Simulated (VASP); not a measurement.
# CrO2 (P4_2/mnm) in VASP: single point with PBE

Aim: the single point of CrO2 with PBE.

Program: VASP 6.6.1. These are calculated values, not measurements. Logs are shortened: lines on timing, memory, paths and dates and some standing lists are left out, and cuts for length are marked.

### Step 1. The cell of the first run

Symmetry: P4_2/mnm, No. 136, tetragonal system. Conventional cell: a = 4.444 Å, b = 4.444 Å, c = 2.921 Å, α = 90.00°, β = 90.00°, γ = 90.00°. Cr (site symmetry mmm) has 6 O at 1.91 Å within 2.5 Å. O (site symmetry m2m) has 3 Cr at 1.91 Å and 1 O at 2.47 Å within 2.5 Å.

### Step 2. Single point, PBE, collinear spin, ferromagnetic start

Contents of INCAR:

```
PREC = Accurate
ENCUT = 600
EDIFF = 1E-6
ISMEAR = 0
SIGMA = 0.1
LREAL = F
LASPH = T
NELM = 200
ALGO = Normal
ISIF = 2
LWAVE = F
LCHARG = T
ISPIN = 2
MAGMOM = 1.9 1.9 0 0 0 0
LORBIT = 11
LMAXMIX = 4
GGA = PE
LELF = T
LVHAR = T
NBANDS = 39
GGA_COMPAT = F
```

Contents of KPOINTS:

```
Automatic mesh
0
Gamma
  8 8 12
```

Contents of POSCAR:

```
CrO2
1.0
    4.4441711376      0.0000000000      0.0000000000
    0.0000000000      4.4441711376      0.0000000000
    0.0000000000      0.0000000000      2.9208755992
Cr O
2 4
Direct
    0.0000000000      0.0000000000      0.0000000000
    0.5000000000      0.5000000000      0.5000000000
    0.3035923799      0.3035923799      0.0000000000
    0.1964076201      0.8035923799      0.5000000000
    0.6964076201      0.6964076201      0.0000000000
    0.8035923799      0.1964076201      0.5000000000
```

Potentials or basis: VASP PAW PBE potentials, release 64 (Cr_sv, O).

Launch:

```bash
cat potpaw_PBE.64/Cr_sv/POTCAR potpaw_PBE.64/O/POTCAR > POTCAR
mpirun -np 1 vasp_std > vasp.out
```

OUTCAR:

```text
PREC = Accurate
   ENCUT = 600
   EDIFF = 1E-6
   ISMEAR = 0
   LREAL = F
   LASPH = T
   NELM = 200
   ISIF = 2
   ISPIN = 2
   LORBIT = 11
   GGA = PE

 ion  position               nearest neighbor table
   1  0.000  0.000  0.000-   3 1.91   5 1.91   4 1.91   6 1.91   4 1.91   6 1.91
   2  0.500  0.500  0.500-   4 1.91   6 1.91   5 1.91   3 1.91   3 1.91   5 1.91
   3  0.304  0.304  0.000-   1 1.91   2 1.91   2 1.91
   4  0.196  0.804  0.500-   2 1.91   1 1.91   1 1.91
   5  0.696  0.696  0.000-   1 1.91   2 1.91   2 1.91
   6  0.804  0.196  0.500-   2 1.91   1 1.91   1 1.91

  LATTYP: Found a simple tetragonal cell.
 ALAT       =     4.4441711376
 C/A-ratio  =     0.6572374260

  Lattice vectors:

 A1 = (   4.4441711376,   0.0000000000,   0.0000000000)
 A2 = (   0.0000000000,   4.4441711376,   0.0000000000)
 A3 = (   0.0000000000,   0.0000000000,   2.9208755992)

Analysis of symmetry for initial positions (statically):
=====================================================================
 Subroutine PRICEL returns:
 Original cell was already a primitive cell.

 Routine SETGRP: Setting up the symmetry group for a
 simple tetragonal supercell.

 Subroutine GETGRP returns: Found 16 space group operations
 (whereof  8 operations were pure point group operations)
 out of a pool of 16 trial point group operations.

The static configuration has the point symmetry D_2h.
 The point group associated with its full space group is D_4h.

Analysis of symmetry for dynamics (positions and initial velocities):
=====================================================================
 Subroutine PRICEL returns:
 Original cell was already a primitive cell.

 Routine SETGRP: Setting up the symmetry group for a
 simple tetragonal supercell.

 Subroutine GETGRP returns: Found 16 space group operations
 (whereof  8 operations were pure point group operations)
 out of a pool of 16 trial point group operations.

The dynamic configuration has the point symmetry D_2h.
 The point group associated with its full space group is D_4h.

Analysis of structural, dynamic, and magnetic symmetry:
=====================================================================
 Subroutine PRICEL returns:
 Original cell was already a primitive cell.

 Routine SETGRP: Setting up the symmetry group for a
 simple tetragonal supercell.

 Subroutine GETGRP returns: Found 16 space group operations
 (whereof  8 operations were pure point group operations)
 out of a pool of 16 trial point group operations.

The overall configuration has the point symmetry D_2h.
 The point group associated with its full space group is D_4h.

 Subroutine INISYM returns: Found 16 space group operations
 (whereof  8 operations are pure point group operations),
 and found     1 'primitive' translations

----------------------------------------------------------------------------------------

                                     Primitive cell

  volume of cell :      57.6892

  direct lattice vectors                    reciprocal lattice vectors
     4.444171138  0.000000000  0.000000000     0.225013837  0.000000000  0.000000000
     0.000000000  4.444171138  0.000000000     0.000000000  0.225013837  0.000000000
     0.000000000  0.000000000  2.920875599     0.000000000  0.000000000  0.342363091

  length of vectors
     4.444171138  4.444171138  2.920875599     0.225013837  0.225013837  0.342363091

  position of ions in fractional coordinates (direct lattice)
     0.000000000  0.000000000  0.000000000
     0.500000000  0.500000000  0.500000000
     0.303592380  0.303592380  0.000000000
     0.196407620  0.803592380  0.500000000
     0.696407620  0.696407620  0.000000000
     0.803592380  0.196407620  0.500000000

  ion indices of the primitive-cell ions
   primitive index   ion index
                 1           1
                 2           2
                 3           3
                 4           4
                 5           5
                 6           6

----------------------------------------------------------------------------------------

 KPOINTS: Automatic mesh

[... 21 lines left out ...]

 Following reciprocal coordinates:
            Coordinates               Weight
  0.000000  0.000000  0.000000      1.000000
  0.125000  0.000000  0.000000      4.000000
  0.250000  0.000000  0.000000      4.000000
  0.375000  0.000000  0.000000      4.000000
  0.500000  0.000000  0.000000      2.000000
  0.125000  0.125000  0.000000      4.000000
[... 16 lines left out ...]
  0.375000  0.125000  0.083333     16.000000
  0.500000  0.125000  0.083333      8.000000
 [... further k-points ...]
   k-points           NKPTS =    105   k-points in BZ     NKDIM =    105   number of bands    NBANDS=     39
   number of dos      NEDOS =    301   number of ions     NIONS =      6
   total plane-waves  NPLWV =  31104
   dimension x,y,z NGX =    36 NGY =   36 NGZ =   24
   dimension x,y,z NGXF=    72 NGYF=   72 NGZF=   48
   ions per type =               2   4
   NGX,Y,Z   is equivalent  to a cutoff of  13.47, 13.47, 13.66 a.u.
   NGXF,Y,Z  is equivalent  to a cutoff of  26.93, 26.93, 27.32 a.u.
 SYSTEM =  unknown system
   PREC   = accura    normal or accurate (medium, high low for compatibility)
   ISTART =      0    job   : 0-new  1-cont  2-samecut
   ICHARG =      2    charge: 1-file 2-atom 10-const
   ISPIN  =      2    spin polarized calculation?
   LNONCOLLINEAR =      F non collinear calculations
   LSORBIT =      F    spin-orbit coupling
   LASPH  =      T    aspherical Exc in radial PAW
   ENCUT  =  600.0 eV  44.10 Ry    6.64 a.u.   8.88  8.88  5.83*2*pi/ulx,y,z
   NELM   =    200;   NELMIN=  2; NELMDL= -5     # of ELM steps
   EDIFF  = 0.1E-05   stopping-criterion for ELM
   LREAL  =      F    real-space projection
[... 7 lines left out ...]
   TEBEG  =    0.0;   TEEND  =   0.0 temperature during run
   PSTRESS=    0.0 pullay stress
   NELECT =      52.0000    total number of electrons
   NUPDOWN=      -1.0000    fix difference up-down
   EMIN   =  10.00;   EMAX   =-10.00  energy-range for DOS
   EFERMI =   0.00;   METHOD = LEGACY
   ISMEAR =     0;   SIGMA  =   0.10  broadening in eV -4-tet -1-fermi 0-gaus
   EFERMI_NEDOS =   21; number of points for ismear=-14 and -15
   IALGO  =     38    algorithm
   IMIX   =      4    mixing-type and parameters
     AMIX     =   0.40;   BMIX     =  1.00
     AMIX_MAG =   1.60;   BMIX_MAG =  1.00
  volume/ion in A,a.u.               =       9.61        64.88
  Fermi-wavevector in a.u.,A,eV,Ry     =   1.581410  2.988431 34.026222  2.500857
  Thomas-Fermi vector in A             =   2.681489
   LORBIT       =     11    0 simple, 1 ext, 2 COOP (PROOUT), +10 PAW based schemes
   GGA     = PE    functional components
   LHFCALC =     F    Hartree Fock is set to
   AEXX    =    0.0000 exact exchange contribution
   IVDW    =     0    specifies the selected vdW correction
   LEPSILON=     F    determine dielectric tensor
   LRPA    =     F    only Hartree local field effects (RPA)
 spin polarized calculation
 Gauss-broadening in eV      SIGMA  =   0.10
  energy-cutoff  :      600.00
  volume of cell :       57.69
 maximum number of plane-waves:      1952
 NGX is ok and might be reduce to    36
   NGX = 17   NGY = 17   NGZ = 11

 number of electron      51.9999995 magnetization       4.0000057

 Free energy of the ion-electron system (eV)
  ---------------------------------------------------
  ext. energy  EPLUGINS =         0.00000000
  ---------------------------------------------------
  free energy    TOTEN  =       -50.72441775 eV

  energy without entropy =      -50.71799707  energy(sigma->0) =      -50.72120741

 E-fermi :   6.7619     XC(G=0): -11.8619

 val. band max:        6.7464096686   @ k =   0.2500   0.0000   0.3333
 cond. band min:       6.7622507769   @ k =   0.1250   0.1250   0.1667
 fundamental gap:      0.0158411083
 Fermi energy:         6.7618546248

 spin component 1

 k-point     1 :       0.0000    0.0000    0.0000
  band No.  band energies     occupation
      1     -66.7180      1.00000
      2     -66.7128      1.00000
      3     -38.0860      1.00000
      4     -38.0860      1.00000
      5     -37.9699      1.00000
      6     -37.9699      1.00000
[... 973 lines left out ...]
     37      19.4188      0.00000
     38      19.4188      0.00000

 [... further k-points ...]

 spin component 2

 k-point     1 :       0.0000    0.0000    0.0000
  band No.  band energies     occupation
      1     -64.4587      1.00000
      2     -64.4527      1.00000
      3     -36.0705      1.00000
      4     -36.0705      1.00000
      5     -35.7255      1.00000
      6     -35.7255      1.00000
[... 973 lines left out ...]
     37      19.9334      0.00000
     38      19.9334      0.00000

 [... further k-points ...]

 [bands above 38 left out]

------------------------ aborting loop because EDIFF is reached ----------------------------------------

  FORCE on cell =-STRESS in cart. coord.  units (eV):
  Direction    XX          YY          ZZ          XY          YZ          ZX
  --------------------------------------------------------------------------------------
  -------------------------------------------------------------------------------------
  Total       -0.5967798     -0.5967798     -0.5752915      0.0000000      0.0000000      0.0000000
  in kB      -16.5741044    -16.5741044    -15.9773206      0.0000000      0.0000000      0.0000000
  external PRESSURE =     -16.3751765 kB  Pullay stress =       0.0000000 kB

 VOLUME and BASIS-vectors are now :
 -----------------------------------------------------------------------------
  energy-cutoff  :      600.00
  volume of cell :       57.69
      direct lattice vectors                 reciprocal lattice vectors
     4.444171138  0.000000000  0.000000000     0.225013837  0.000000000  0.000000000
     0.000000000  4.444171138  0.000000000     0.000000000  0.225013837  0.000000000
     0.000000000  0.000000000  2.920875599     0.000000000  0.000000000  0.342363091

 POSITION                                       TOTAL-FORCE (eV/Angst)
 -----------------------------------------------------------------------------------
      0.00000      0.00000      0.00000         0.000000      0.000000     -0.000000
      2.22209      2.22209      1.46044         0.000000      0.000000     -0.000000
      1.34922      1.34922      0.00000        -0.004867     -0.004867      0.000000
      0.87287      3.57130      1.46044         0.004867     -0.004867      0.000000
      3.09495      3.09495      0.00000         0.004867      0.004867     -0.000000
      3.57130      0.87287      1.46044        -0.004867      0.004867     -0.000000
 -----------------------------------------------------------------------------------
    total drift:                                0.000000      0.000000      0.000000

  FREE ENERGIE OF THE ION-ELECTRON SYSTEM (eV)
  ---------------------------------------------------
  free  energy   TOTEN  =       -50.7244177484 eV

  energy  without entropy=      -50.7179970689  energy(sigma->0) =      -50.72120741

 total charge

# of ion       s       p       d       tot
------------------------------------------
    1        2.149   6.049   3.358  11.555
    2        2.149   6.049   3.358  11.555
    3        1.568   3.464   0.000   5.032
    4        1.568   3.464   0.000   5.032
    5        1.568   3.464   0.000   5.032
    6        1.568   3.464   0.000   5.032
--------------------------------------------------
tot         10.569  25.954   6.715  43.238

 magnetization (x)

# of ion       s       p       d       tot
------------------------------------------
    1        0.012   0.012   1.927   1.952
    2        0.012   0.012   1.927   1.952
    3       -0.003  -0.073   0.000  -0.076
    4       -0.003  -0.073   0.000  -0.076
    5       -0.003  -0.073   0.000  -0.076
    6       -0.003  -0.073   0.000  -0.076
--------------------------------------------------
tot          0.014  -0.269   3.855   3.600
```

Run time: 12 min. Hardware: 1 thread of AMD EPYC 7R13 (Zen 3), shared host; peak memory 0.45 GiB.

What came out:

| Item | Value |
| --- | --- |
| Free energy | -50.7244 eV |
| Pressure | -1.6 GPa |
| Largest force | 0.007 eV/Å |
| Band gap on the k mesh | zero (filled and empty bands overlap) |
| Net moment | 4.00 μB per cell |
| Site moments | Cr +1.95; O -0.08 μB |
| Valence electrons inside the program's atomic spheres | Cr 11.55; O 5.03 |

Forces in eV/Å, atoms in the order of the input:
```
Cr   0.000  0.000  0.000
Cr   0.000  0.000  0.000
O   -0.005 -0.005  0.000
O    0.005 -0.005  0.000
O    0.005  0.005  0.000
O   -0.005  0.005  0.000
```

Caveat: semilocal functionals often make such compounds metallic where correlation or magnetic order opens a gap, which also shifts bond lengths; the run started ferromagnetic, and an antiferromagnetic order may lie lower in energy.
